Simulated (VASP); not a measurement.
# BaCrF6 (R-3m) in VASP: further runs

The runs below take BaCrF6 through single point, with LDA+U.

Everything below comes from runs of VASP 6.6.1. Logs are shortened: lines on timing, memory, paths and dates and some standing lists are left out, and cuts for length are marked.

### 1 The cell of the first run

It takes space group R-3m (No. 166, trigonal). The conventional cell has a = 7.328 Å, b = 7.328 Å, c = 7.137 Å, α = 90.00°, β = 90.00°, γ = 120.00°. Ba (site symmetry -3m) has 12 F at 2.70 to 3.00 Å and 2 Cr at 3.57 Å within 3.6 Å. Within 2.4 Å of Cr (site symmetry -3m) lie 6 F at 1.83 Å. F (site symmetry m) has 1 Cr at 1.83 Å within 2.4 Å.

### 2 Single point, LDA+U, collinear spin, zero start

Input file INCAR:

```
SYSTEM = BaCrF6
PREC = Accurate
ENCUT = 520
EDIFF = 1E-6
ISMEAR = 0
SIGMA = 0.05
LREAL = .FALSE.
LASPH = .TRUE.
NELM = 150
ALGO = Normal
ISIF = 2
LWAVE = .FALSE.
LCHARG = .FALSE.
ISPIN = 2
MAGMOM = 0 0 0 0 0 0 0 0
LORBIT = 11
NUPDOWN = 0.0
LMAXMIX = 4
LDAU = .TRUE.
LDAUTYPE = 1
LDAUL = -1 2 -1
LDAUU = 0 4 0
LDAUJ = 0 0.5 0
LDAUPRINT = 1
GGA = CA
NBANDS = 46
```

Input file KPOINTS:

```
Automatic mesh
0
G
  4 4 4
  0 0 0
```

Input file POSCAR:

```
BaCrF6
1.0
    3.6639988200      2.1154107000      2.3789998200
   -3.6639988200      2.1154107000      2.3789998200
    0.0000000000     -4.2308214000      2.3789998200
Ba Cr F
1 1 6
Direct
    0.5000000000      0.5000000000      0.5000000000
    0.0000000000      0.0000000000      0.0000000000
    0.2600000000      0.8970000000      0.2600000000
    0.2600000000      0.2600000000      0.8970000000
    0.8970000000      0.2600000000      0.2600000000
    0.7400000000      0.1030000000      0.7400000000
    0.1030000000      0.7400000000      0.7400000000
    0.7400000000      0.7400000000      0.1030000000
```

Potentials or basis: VASP PAW LDA potentials, release 64 (Ba_sv, Cr_pv, F).

Run with:

```console
> cat potpaw_LDA.64/Ba_sv/POTCAR potpaw_LDA.64/Cr_pv/POTCAR potpaw_LDA.64/F/POTCAR > POTCAR
> mpirun -np 1 vasp_std > vasp.out
```

OUTCAR:

```text
SYSTEM = BaCrF6
   PREC = Accurate
   ENCUT = 520
   EDIFF = 1E-6
   ISMEAR = 0
   LREAL = .FALSE.
   LASPH = .TRUE.
   NELM = 150
   ISIF = 2
   ISPIN = 2
   LORBIT = 11
   NUPDOWN = 0.0
   GGA = CA

 ion  position               nearest neighbor table
   1  0.500  0.500  0.500-   4 2.70   8 2.70   5 2.70   6 2.70   7 2.70   3 2.70   8 3.00   4 3.00
                             7 3.00   6 3.00   3 3.00   5 3.00   2 3.57   2 3.57
   2  0.000  0.000  0.000-   4 1.83   8 1.83   5 1.83   6 1.83   7 1.83   3 1.83   1 3.57   1 3.57

   3  0.260  0.897  0.260-   2 1.83   1 2.70   1 3.00
   4  0.260  0.260  0.897-   2 1.83   1 2.70   1 3.00
   5  0.897  0.260  0.260-   2 1.83   1 2.70   1 3.00
   6  0.740  0.103  0.740-   2 1.83   1 2.70   1 3.00
   7  0.103  0.740  0.740-   2 1.83   1 2.70   1 3.00
   8  0.740  0.740  0.103-   2 1.83   1 2.70   1 3.00

  LATTYP: Found a trigonal (rhomboedric) cell.
 ALAT       =     4.8538118899
 COS(alpha) =    -0.1396585720

  Lattice vectors:

 A1 = (   3.6639988200,   2.1154107000,   2.3789998200)
 A2 = (  -3.6639988200,   2.1154107000,   2.3789998200)
 A3 = (   0.0000000000,  -4.2308214000,   2.3789998200)

Analysis of symmetry for initial positions (statically):
=====================================================================
 Subroutine PRICEL returns:
 Original cell was already a primitive cell.

 Routine SETGRP: Setting up the symmetry group for a
 trigonal (rhombohedral) supercell.

 Subroutine GETGRP returns: Found 12 space group operations
 (whereof 12 operations were pure point group operations)
 out of a pool of 12 trial point group operations.

The static configuration has the point symmetry D_3d.

Analysis of symmetry for dynamics (positions and initial velocities):
=====================================================================
 Subroutine PRICEL returns:
 Original cell was already a primitive cell.

 Routine SETGRP: Setting up the symmetry group for a
 trigonal (rhombohedral) supercell.

 Subroutine GETGRP returns: Found 12 space group operations
 (whereof 12 operations were pure point group operations)
 out of a pool of 12 trial point group operations.

The dynamic configuration has the point symmetry D_3d.

Analysis of structural, dynamic, and magnetic symmetry:
=====================================================================
 Subroutine PRICEL returns:
 Original cell was already a primitive cell.

[... 188 lines left out ...]
  ext. energy  EPLUGINS =         0.00000000
  ---------------------------------------------------
  free energy    TOTEN  =       -46.74013496 eV

  energy without entropy =      -46.74013496  energy(sigma->0) =      -46.74013496

 E-fermi :   0.9728     XC(G=0): -10.3732

 val. band max:        0.6881349770   @ k =   0.5000   0.0000  -0.0000
 cond. band min:       1.3749592956   @ k =   0.0000   0.0000   0.0000
 fundamental gap:      0.6868243187
 Fermi energy:         0.9728063069

 spin component 1

 k-point     1 :       0.0000    0.0000    0.0000
  band No.  band energies     occupation
      1     -43.9267      1.00000
      2     -43.9267      1.00000
      3     -42.6906      1.00000
      4     -24.7673      1.00000
      5     -21.9705      1.00000
      6     -21.3320      1.00000
[... 600 lines left out ...]
     43      11.8616      0.00000
     44      11.8616      0.00000
 Fermi energy:         0.9728063069

 spin component 2

 k-point     1 :       0.0000    0.0000    0.0000
  band No.  band energies     occupation
      1     -43.9267      1.00000
      2     -43.9267      1.00000
      3     -42.6906      1.00000
      4     -24.7673      1.00000
      5     -21.9705      1.00000
      6     -21.3320      1.00000
[... 600 lines left out ...]
     43      11.8616      0.00000
     44      11.8616      0.00000
 [bands above 44 left out]

------------------------ aborting loop because EDIFF is reached ----------------------------------------

  FORCE on cell =-STRESS in cart. coord.  units (eV):
  Direction    XX          YY          ZZ          XY          YZ          ZX
  --------------------------------------------------------------------------------------
  -------------------------------------------------------------------------------------
  Total       -2.7810977     -2.7810977     -1.8575305      0.0000000     -0.0000000      0.0000000
  in kB      -40.2745915    -40.2745913    -26.8999117      0.0000000     -0.0000000      0.0000000
  external PRESSURE =     -35.8163649 kB  Pullay stress =       0.0000000 kB

 VOLUME and BASIS-vectors are now :
 -----------------------------------------------------------------------------
  energy-cutoff  :      520.00
  volume of cell :      110.64
      direct lattice vectors                 reciprocal lattice vectors
     3.663998820  2.115410700  2.378999820     0.136462926  0.078786907  0.140114905
    -3.663998820  2.115410700  2.378999820    -0.136462926  0.078786907  0.140114905
     0.000000000 -4.230821400  2.378999820     0.000000000 -0.157573815  0.140114905

 POSITION                                       TOTAL-FORCE (eV/Angst)
 -----------------------------------------------------------------------------------
      0.00000      0.00000      3.56850         0.000000     -0.000000      0.000000
      0.00000      0.00000      0.00000         0.000000     -0.000000      0.000000
     -2.33397      1.34752      3.37104        -0.283354      0.163595      0.269017
      0.00000     -2.69503      3.37104         0.000000     -0.327189      0.269017
      2.33397      1.34752      3.37104         0.283354      0.163595      0.269017
      2.33397     -1.34752      3.76596         0.283354     -0.163595     -0.269017
     -2.33397     -1.34752      3.76596        -0.283354     -0.163595     -0.269017
      0.00000      2.69503      3.76596         0.000000      0.327189     -0.269017
 -----------------------------------------------------------------------------------
    total drift:                               -0.000000      0.000000     -0.000000

  FREE ENERGIE OF THE ION-ELECTRON SYSTEM (eV)
  ---------------------------------------------------
  free  energy   TOTEN  =       -46.7401349609 eV

  energy  without entropy=      -46.7401349609  energy(sigma->0) =      -46.74013496

 total charge

# of ion       s       p       d       tot
------------------------------------------
    1        1.985   5.626   0.172   7.783
    2        0.778   6.497   3.944  11.220
    3        1.733   4.326   0.000   6.059
    4        1.733   4.326   0.000   6.059
    5        1.733   4.326   0.000   6.059
    6        1.733   4.326   0.000   6.059
    7        1.733   4.326   0.000   6.059
    8        1.733   4.326   0.000   6.059
--------------------------------------------------
tot         13.160  38.082   4.116  55.358

 magnetization (x)

# of ion       s       p       d       tot
------------------------------------------
    1        0.000   0.000   0.000   0.000
    2       -0.000   0.000   0.000  -0.000
    3        0.000   0.000   0.000   0.000
    4        0.000   0.000   0.000   0.000
    5        0.000   0.000   0.000   0.000
    6        0.000   0.000   0.000   0.000
    7        0.000   0.000   0.000   0.000
    8        0.000   0.000   0.000   0.000
--------------------------------------------------
tot         -0.000   0.000   0.000  -0.000
```

stdout:

```text
POSCAR found type information on POSCAR BaCrF
 POSCAR found :  3 types and       8 ions
 scaLAPACK will be used
 LDA part: xc-table for (Slater(with rela. corr.)+CA(PZ))
 , standard interpolation
 POSCAR, INCAR and KPOINTS ok, starting setup
 FFT: planning ... GRIDC
 FFT: planning ... GRID_SOFT
 FFT: planning ... GRID
 WAVECAR not read
 entering main loop
```

Run time: 4.3 min. Hardware: 1 thread of Oxide Virtual Turin-like, shared host; peak memory 0.22 GiB.

What came out:

```
Free energy                                           : -46.7401 eV
Pressure                                              : -3.6 GPa
Largest force                                         : 0.424 eV/Å
Net moment                                            : 0.00 μB per cell
Valence electrons inside the program's atomic spheres : Ba 7.78; Cr 11.22; F 6.06
```

Forces in eV/Å, atoms in the order of the input:
```
Ba   0.000  0.000  0.000
Cr   0.000  0.000  0.000
F   -0.283  0.164  0.269
F    0.000 -0.327  0.269
F    0.283  0.164  0.269
F    0.283 -0.164 -0.269
F   -0.283 -0.164 -0.269
F    0.000  0.327 -0.269
```

Stress tensor (GPa, compression positive):
```
-4.03  0.00  0.00
 0.00 -4.03  0.00
 0.00  0.00 -2.69
```

Eigenvalues of the final occupation matrices:
| site | spin | trace | eigenvalues |
| --- | --- | --- | --- |
| site 2 d | 1 | 1.99 | 0.16 0.16 0.36 0.36 0.95 |
| site 2 d | 2 | 1.99 | 0.16 0.16 0.36 0.36 0.95 |

Caveat: spin-orbit coupling is left out, which moves the levels of the heavy elements; the total moment is fixed, so each spin has its own Fermi level.

### 3 Single point, LDA+U, collinear spin

Input file INCAR:

```
SYSTEM = BaCrF6
PREC     = Accurate       ! precision mode
ENCUT    = 520            ! plane-wave cutoff, eV
EDIFF    = 1E-6           ! SCF threshold, eV
ISMEAR   = 0              ! smearing method
SIGMA    = 0.05           ! smearing width, eV
LREAL    = .FALSE.        ! projectors in reciprocal space
LASPH    = .TRUE.         ! aspherical terms in the spheres
NELM     = 150            ! most SCF steps
ALGO     = Normal         ! electronic algorithm
ISIF     = 2              ! what is computed and relaxed
LWAVE    = .FALSE.        ! write WAVECAR
LCHARG   = .FALSE.        ! write CHGCAR
ISPIN    = 2              ! spin polarisation
MAGMOM   = 0 1.77 0 0.01 0 0 0 0.01 ! initial moments
LORBIT   = 11             ! projections on sites
LMAXMIX  = 4              ! l up to which the mixer works
LDAU     = .TRUE.         ! DFT+U
LDAUTYPE = 1            
LDAUL    = -1 2 -1        ! shell
LDAUU    = 0 4 0          ! U, eV
LDAUJ    = 0 0.5 0      
LDAUPRINT= 1            
NBANDS   = 46             ! bands
```

Input file KPOINTS:

```
regular mesh
0
G
  4 4 4
  0 0 0
```

POSCAR is that of step 2.

Potentials or basis: VASP PAW LDA potentials, release 64 (Ba_sv, Cr_pv, F).

Run with:

```console
> cat potpaw_LDA.64/Ba_sv/POTCAR potpaw_LDA.64/Cr_pv/POTCAR potpaw_LDA.64/F/POTCAR > POTCAR
> mpirun -np 1 vasp_std > vasp.out
```

OUTCAR:

```text
SYSTEM = BaCrF6
   PREC = Accurate
   ENCUT = 520
   EDIFF = 1E-6
   ISMEAR = 0
   LREAL = .FALSE.
   LASPH = .TRUE.
   NELM = 150
   ISIF = 2
   ISPIN = 2
   LORBIT = 11

 ion  position               nearest neighbor table
   1  0.500  0.500  0.500-   4 2.70   8 2.70   5 2.70   6 2.70   7 2.70   3 2.70   8 3.00   4 3.00
                             7 3.00   6 3.00   3 3.00   5 3.00   2 3.57   2 3.57
   2  0.000  0.000  0.000-   4 1.83   8 1.83   5 1.83   6 1.83   7 1.83   3 1.83   1 3.57   1 3.57

   3  0.260  0.897  0.260-   2 1.83   1 2.70   1 3.00
   4  0.260  0.260  0.897-   2 1.83   1 2.70   1 3.00
   5  0.897  0.260  0.260-   2 1.83   1 2.70   1 3.00
   6  0.740  0.103  0.740-   2 1.83   1 2.70   1 3.00
   7  0.103  0.740  0.740-   2 1.83   1 2.70   1 3.00
   8  0.740  0.740  0.103-   2 1.83   1 2.70   1 3.00

  LATTYP: Found a trigonal (rhomboedric) cell.
 ALAT       =     4.8538118899
 COS(alpha) =    -0.1396585720

  Lattice vectors:

 A1 = (   3.6639988200,   2.1154107000,   2.3789998200)
 A2 = (  -3.6639988200,   2.1154107000,   2.3789998200)
 A3 = (   0.0000000000,  -4.2308214000,   2.3789998200)

Analysis of symmetry for initial positions (statically):
=====================================================================
 Subroutine PRICEL returns:
 Original cell was already a primitive cell.

 Routine SETGRP: Setting up the symmetry group for a
 trigonal (rhombohedral) supercell.

 Subroutine GETGRP returns: Found 12 space group operations
 (whereof 12 operations were pure point group operations)
 out of a pool of 12 trial point group operations.

The static configuration has the point symmetry D_3d.

Analysis of symmetry for dynamics (positions and initial velocities):
=====================================================================
 Subroutine PRICEL returns:
 Original cell was already a primitive cell.

 Routine SETGRP: Setting up the symmetry group for a
 trigonal (rhombohedral) supercell.
[... 1350 lines left out ...]
     44      11.8833      0.00000
 Fermi energy:        -0.2727561068

 spin component 2

 k-point     1 :       0.0000    0.0000    0.0000
  band No.  band energies     occupation
      1     -43.3926      1.00000
      2     -42.5557      1.00000
      3     -42.3143      1.00000
      4     -24.7875      1.00000
      5     -21.9269      1.00000
      6     -21.3158      1.00000
[... 1117 lines left out ...]
     43      11.8910      0.00000
     44      11.9085      0.00000
 [bands above 44 left out]

------------------------ aborting loop because EDIFF is reached ----------------------------------------

  FORCE on cell =-STRESS in cart. coord.  units (eV):
  Direction    XX          YY          ZZ          XY          YZ          ZX
  --------------------------------------------------------------------------------------
  -------------------------------------------------------------------------------------
  Total       -3.4455299     -2.9633914      0.2511438      0.0000000      0.3081929      0.0000000
  in kB      -49.8965971    -42.9144866      3.6369506      0.0000000      4.4631095      0.0000000
  external PRESSURE =     -29.7247111 kB  Pullay stress =       0.0000000 kB

 VOLUME and BASIS-vectors are now :
 -----------------------------------------------------------------------------
  energy-cutoff  :      520.00
  volume of cell :      110.64
      direct lattice vectors                 reciprocal lattice vectors
     3.663998820  2.115410700  2.378999820     0.136462926  0.078786907  0.140114905
    -3.663998820  2.115410700  2.378999820    -0.136462926  0.078786907  0.140114905
     0.000000000 -4.230821400  2.378999820     0.000000000 -0.157573815  0.140114905

 POSITION                                       TOTAL-FORCE (eV/Angst)
 -----------------------------------------------------------------------------------
      0.00000      0.00000      3.56850         0.000000     -0.000000      0.000000
      0.00000      0.00000      0.00000         0.000000     -0.000000     -0.000000
     -2.33397      1.34752      3.37104        -0.444461      0.201320      0.505589
      0.00000     -2.69503      3.37104         0.000000     -0.291868      0.581466
      2.33397      1.34752      3.37104         0.444461      0.201320      0.505589
      2.33397     -1.34752      3.76596         0.444461     -0.201320     -0.505589
     -2.33397     -1.34752      3.76596        -0.444461     -0.201320     -0.505589
      0.00000      2.69503      3.76596         0.000000      0.291868     -0.581466
 -----------------------------------------------------------------------------------
    total drift:                               -0.000000      0.000000     -0.000000

  FREE ENERGIE OF THE ION-ELECTRON SYSTEM (eV)
  ---------------------------------------------------
  free  energy   TOTEN  =       -48.4401836144 eV

  energy  without entropy=      -48.4401836144  energy(sigma->0) =      -48.44018361

 total charge

# of ion       s       p       d       tot
------------------------------------------
    1        1.985   5.626   0.172   7.783
    2        0.372   6.502   3.936  10.811
    3        1.733   4.329   0.000   6.062
    4        1.732   4.334   0.000   6.066
    5        1.733   4.329   0.000   6.062
    6        1.733   4.329   0.000   6.062
    7        1.733   4.329   0.000   6.062
    8        1.732   4.334   0.000   6.066
--------------------------------------------------
tot         12.753  38.114   4.108  54.974

 magnetization (x)

# of ion       s       p       d       tot
------------------------------------------
    1        0.000  -0.001   0.000  -0.001
    2        0.014   0.015   1.885   1.914
    3       -0.000   0.003   0.000   0.003
    4       -0.000   0.013   0.000   0.013
    5       -0.000   0.003   0.000   0.003
    6       -0.000   0.003   0.000   0.003
    7       -0.000   0.003   0.000   0.003
    8       -0.000   0.013   0.000   0.013
--------------------------------------------------
tot          0.014   0.053   1.885   1.952
```

stdout:

```text
POSCAR found type information on POSCAR BaCrF
 POSCAR found :  3 types and       8 ions
 scaLAPACK will be used
 LDA part: xc-table for (Slater(with rela. corr.)+CA(PZ))
 , standard interpolation
 POSCAR, INCAR and KPOINTS ok, starting setup
 FFT: planning ... GRIDC
 FFT: planning ... GRID_SOFT
 FFT: planning ... GRID
 WAVECAR not read
 entering main loop
```

It took 11 min on 1 thread of Oxide Virtual Turin-like, shared host; peak memory 0.27 GiB.

Results:

```yaml
Free_energy: -48.4402 eV
Pressure: -3.0 GPa
Largest_force: 0.703 eV/Å
Band_gap_on_the_k_mesh: 1.24 eV, direct
Net_moment: 2.00 μB per cell
Site_moments: Ba -0.00; Cr +1.91; F +0.00, +0.01 μB
Valence_electrons_inside_the_program's_atomic_spheres: Ba 7.78; Cr 10.81; F 6.06, 6.07
```

Forces in eV/Å, atoms in the order of the input:
```
Ba   0.000  0.000  0.000
Cr   0.000  0.000  0.000
F   -0.444  0.201  0.506
F    0.000 -0.292  0.581
F    0.444  0.201  0.506
F    0.444 -0.201 -0.506
F   -0.444 -0.201 -0.506
F    0.000  0.292 -0.581
```

Levels at points of the mesh, in eV from the valence-band top:
Spin up:
```csv
k point,band 30,band 31,band 32,band 33,band 34,band 35,band 36,band 37
"(0.00, 0.00, 0.00)",-1.42,-0.92,-0.57,-0.42,1.29,3.08,3.55,3.74
"(0.50, 0.00, 0.00)",-1.46,-1.24,-0.40,-0.24,1.35,3.08,3.81,4.06
"(0.00, 0.00, 0.50)",-1.43,-1.22,-0.47,-0.40,1.47,3.08,3.85,4.01
"(0.50, 0.50, 0.00)",-1.62,-1.48,-0.63,0.00,1.24,3.08,3.74,3.74
"(0.50, 0.00, 0.50)",-1.63,-1.44,-0.70,-0.29,1.49,3.08,3.49,3.94
"(0.50, 0.50, 0.50)",-1.59,-1.51,-0.63,-0.11,1.47,3.08,3.69,3.93
```
Spin down:
```csv
k point,band 28,band 29,band 30,band 31,band 32,band 33,band 34,band 35
"(0.00, 0.00, 0.00)",-1.65,-1.46,-1.38,-0.89,2.40,3.88,3.88,4.58
"(0.50, 0.00, 0.00)",-1.55,-1.50,-1.43,-1.20,2.45,3.89,4.07,4.77
"(0.00, 0.00, 0.50)",-1.59,-1.52,-1.39,-1.13,2.54,3.88,4.03,4.79
"(0.50, 0.50, 0.00)",-1.75,-1.70,-1.56,-1.37,2.34,3.72,4.16,4.67
"(0.50, 0.00, 0.50)",-1.76,-1.60,-1.58,-1.35,2.54,3.73,4.06,4.44
"(0.50, 0.50, 0.50)",-1.87,-1.56,-1.53,-1.47,2.53,3.77,4.13,4.64
```

Eigenvalues of the final occupation matrices:
| site | spin | trace | eigenvalues |
| --- | --- | --- | --- |
| site 2 d | 1 | 2.93 | 0.21 0.38 0.39 0.98 0.98 |
| site 2 d | 2 | 1.04 | 0.10 0.11 0.15 0.34 0.34 |

Caveat: spin-orbit coupling is left out, which moves the levels of the heavy elements; a cell with one magnetic atom can't hold antiferromagnetic order, which such compounds often take. A k mesh can miss the band edges.
